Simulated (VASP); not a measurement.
# Be3V (Fm-3m) in VASP: a series of runs, part 2 of 2

VASP 6.6.1. The steps go on from the part before.

## 3. Relaxation of cell and atoms, PBE, collinear spin, ferromagnetic start

This run uses another cell than the first one, of 8.75 Å³/atom.

File INCAR:

```
SYSTEM = Be3V
ALGO = Normal
EDIFF = 1E-7
EDIFFG = -0.04
ENCUT = 600
GGA = PE
IBRION = 2
ISIF = 3
ISMEAR = 0
ISPIN = 2
LASPH = .TRUE.
LCHARG = .FALSE.
LMAXMIX = 4
LORBIT = 11
LREAL = .FALSE.
LWAVE = .FALSE.
MAGMOM = 0 0 0 2
NELM = 150
NSW = 90
PREC = Accurate
SIGMA = 0.1
```

File KPOINTS:

```
k-points
0
G
  6 6 6
  0 0 0
```

File POSCAR:

```
Be3V
1.0
    0.0000000000      2.5963283700      2.5963283700
    2.5963283700      0.0000000000      2.5963283700
    2.5963283700      2.5963283700      0.0000000000
Be V
3 1
Direct
    0.5000000000      0.5000000000      0.5000000000
    0.2500000000      0.2500000000      0.2500000000
    0.7500000000      0.7500000000      0.7500000000
    0.0000000000      0.0000000000      0.0000000000
```

Potentials or basis: VASP PAW PBE potentials, release 64 (Be, V_sv).

Started as:

```sh
$ cat potpaw_PBE.64/Be/POTCAR potpaw_PBE.64/V_sv/POTCAR > POTCAR
$ mpirun -np 1 vasp_std > vasp.out
```

OUTCAR:

```text
SYSTEM = Be3V
   EDIFF = 1E-7
   EDIFFG = -0.04
   ENCUT = 600
   GGA = PE
   IBRION = 2
   ISIF = 3
   ISMEAR = 0
   ISPIN = 2
   LASPH = .TRUE.
   LORBIT = 11
   LREAL = .FALSE.
   NELM = 150
   NSW = 90
   PREC = Accurate

 ion  position               nearest neighbor table
   1  0.500  0.500  0.500-   2 2.25   2 2.25   2 2.25   2 2.25   3 2.25   3 2.25   3 2.25   3 2.25
                             4 2.60   4 2.60   4 2.60   4 2.60   4 2.60   4 2.60
   2  0.250  0.250  0.250-   4 2.25   4 2.25   4 2.25   1 2.25   4 2.25   1 2.25   1 2.25   1 2.25

   3  0.750  0.750  0.750-   1 2.25   1 2.25   1 2.25   1 2.25   4 2.25   4 2.25   4 2.25   4 2.25

   4  0.000  0.000  0.000-   3 2.25   3 2.25   3 2.25   2 2.25   3 2.25   2 2.25   2 2.25   2 2.25
                             1 2.60   1 2.60   1 2.60   1 2.60   1 2.60   1 2.60

  LATTYP: Found a face centered cubic cell.
 ALAT       =     5.1926567400

  Lattice vectors:

 A1 = (   0.0000000000,   2.5963283700,   2.5963283700)
 A2 = (   2.5963283700,   0.0000000000,   2.5963283700)
 A3 = (   2.5963283700,   2.5963283700,   0.0000000000)

Analysis of symmetry for initial positions (statically):
=====================================================================
 Subroutine PRICEL returns:
 Original cell was already a primitive cell.

 Routine SETGRP: Setting up the symmetry group for a
 face centered cubic supercell.

 Subroutine GETGRP returns: Found 48 space group operations
 (whereof 48 operations were pure point group operations)
 out of a pool of 48 trial point group operations.

The static configuration has the point symmetry O_h .

Analysis of symmetry for dynamics (positions and initial velocities):
=====================================================================
 Subroutine PRICEL returns:
 Original cell was already a primitive cell.

 Routine SETGRP: Setting up the symmetry group for a
 face centered cubic supercell.

 Subroutine GETGRP returns: Found 48 space group operations
 (whereof 48 operations were pure point group operations)
 out of a pool of 48 trial point group operations.

The dynamic configuration has the point symmetry O_h .

Analysis of structural, dynamic, and magnetic symmetry:
=====================================================================
 Subroutine PRICEL returns:
 Original cell was already a primitive cell.

[... 162 lines left out ...]
  Total        2.6663690      2.6663690      2.6663690      0.0000000     -0.0000000     -0.0000000
  in kB      122.0455575    122.0455575    122.0455575      0.0000000     -0.0000000     -0.0000000
  external PRESSURE =     122.0455575 kB  Pullay stress =       0.0000000 kB
[... 63 lines left out ...]
--------------------------------------- Ionic step        3  -------------------------------------------

 number of electron      19.0000004 magnetization      -0.5806680

 Free energy of the ion-electron system (eV)
  ---------------------------------------------------
  ext. energy  EPLUGINS =         0.00000000
  ---------------------------------------------------
  free energy    TOTEN  =       -19.90424787 eV

  energy without entropy =      -19.88234251  energy(sigma->0) =      -19.89329519

 E-fermi :   7.8766     XC(G=0): -11.3428

 val. band max:        7.8354517641   @ k =   0.5000   0.3333   0.1667
 cond. band min:       7.8772108354   @ k =   0.5000   0.5000   0.0000
 fundamental gap:      0.0417590713
 Fermi energy:         7.8765717771

 spin component 1

 k-point     1 :       0.0000    0.0000    0.0000
  band No.  band energies     occupation
      1     -55.8792      1.00000
      2     -29.7779      1.00000
      3     -29.7779      1.00000
      4     -29.7779      1.00000
      5      -1.8511      1.00000
      6       5.4582      1.00000
      7       5.4582      1.00000
      8       5.4582      1.00000
      9       8.0307      0.01463
     10       8.0307      0.01463
     11      10.3490      0.00000
     12      10.3490      0.00000
     13      10.3490      0.00000
     14      14.6448      0.00000
[... 240 lines left out ...]
  band No.  band energies     occupation
      1     -55.8765      1.00000
      2     -29.8044      1.00000
      3     -29.7964      1.00000
      4     -29.7924      1.00000
      5       2.1331      1.00000
      6       2.9516      1.00000
      7       3.7376      1.00000
      8       4.0565      1.00000
      9       6.8961      1.00000
     10       8.0958      0.00097
     11       8.3774      0.00000
     12       8.7077      0.00000
     13       9.7071      0.00000
     14      14.3801      0.00000
 Fermi energy:         7.8765717771

 spin component 2

 k-point     1 :       0.0000    0.0000    0.0000
  band No.  band energies     occupation
      1     -56.4310      1.00000
      2     -30.3245      1.00000
      3     -30.3245      1.00000
      4     -30.3245      1.00000
      5      -1.8962      1.00000
      6       5.1834      1.00000
      7       5.1834      1.00000
      8       5.1834      1.00000
      9       7.5993      0.99996
     10       7.5993      0.99996
     11      10.3774      0.00000
     12      10.3774      0.00000
     13      10.3774      0.00000
     14      14.3714      0.00000
[... 284 lines left out ...]
  FREE ENERGIE OF THE ION-ELECTRON SYSTEM (eV)
  ---------------------------------------------------
  free  energy   TOTEN  =       -19.9042478720 eV

  energy  without entropy=      -19.8823425075  energy(sigma->0) =      -19.89329519

 reached required accuracy - stopping structural energy minimisation

 total charge

# of ion       s       p       d       tot
------------------------------------------
    1        0.385   0.679   0.000   1.064
    2        0.460   0.717   0.000   1.176
    3        0.460   0.717   0.000   1.176
    4        2.265   6.197   3.249  11.711
--------------------------------------------------
tot          3.569   8.310   3.249  15.129

 magnetization (x)

# of ion       s       p       d       tot
------------------------------------------
    1        0.004   0.013   0.000   0.017
    2        0.003   0.001   0.000   0.004
    3        0.003   0.001   0.000   0.004
    4       -0.014  -0.003  -0.557  -0.574
--------------------------------------------------
tot         -0.003   0.013  -0.557  -0.547
```

CONTCAR:

```text
Be3V
   1.00000000000000
    -0.0000000000000000    2.6652079194219418    2.6652079194219418
     2.6652079194219418    0.0000000000000000    2.6652079194219418
     2.6652079194219418    2.6652079194219418    0.0000000000000000
  Be              V
     3     1
Direct
     0.5000000000000000    0.5000000000000000    0.5000000000000000
     0.2500000000000000    0.2500000000000000    0.2500000000000000
     0.7500000000000000    0.7500000000000000    0.7500000000000000
     0.0000000000000000    0.0000000000000000    0.0000000000000000

  0.00000000E+00  0.00000000E+00  0.00000000E+00
  0.00000000E+00  0.00000000E+00  0.00000000E+00
  0.00000000E+00  0.00000000E+00  0.00000000E+00
  0.00000000E+00  0.00000000E+00  0.00000000E+00
```

It took 94 s on 1 thread of AMD EPYC 7R43 (Zen 3), shared host; peak memory 0.16 GiB.

What came out:

```yaml
Free_energy: -19.9042 eV
Relaxed_volume: 9.47 Å³/atom
Relaxed_cell: a = 3.769 Å, b = 3.769 Å, c = 3.769 Å, α = 60.00°, β = 60.00°, γ = 60.00°
Space_group_after_relaxing_to_0.1_Å: Fm-3m (No. 225)
Energy_gained_by_relaxing: 25.7 meV/atom
Ionic_steps: 3
Pressure_after_relaxing: 0.0 GPa
Net_moment: -0.58 μB per cell
Site_moments: Be +0.02, +0.00 (each value once); V -0.57 μB
Valence_electrons_inside_the_program's_atomic_spheres: Be 1.06, 1.18 (each value once); V 11.71
```

The path:
| step | energy change (eV) | largest force (eV/Å) | pressure (GPa) | volume (Å³) |
| --- | --- | --- | --- | --- |
| 1 | 0.0000 | 0.0000 | 12.20 | 35.00 |
| 2 | -0.0987 | 0.0000 | -2.11 | 38.49 |
| 3 | -0.1028 | 0.0000 | 0.04 | 37.86 |

Final structure:
```yaml
crystal:
  lattice:
    - [0.00000, 2.66521, 2.66521]
    - [2.66521, 0.00000, 2.66521]
    - [2.66521, 2.66521, 0.00000]
  atoms:
    - { symbol: Be, position: [0.50000, 0.50000, 0.50000] }
    - { symbol: Be, position: [0.25000, 0.25000, 0.25000] }
    - { symbol: Be, position: [0.75000, 0.75000, 0.75000] }
    - { symbol: V, position: [0.00000, 0.00000, 0.00000] }
```
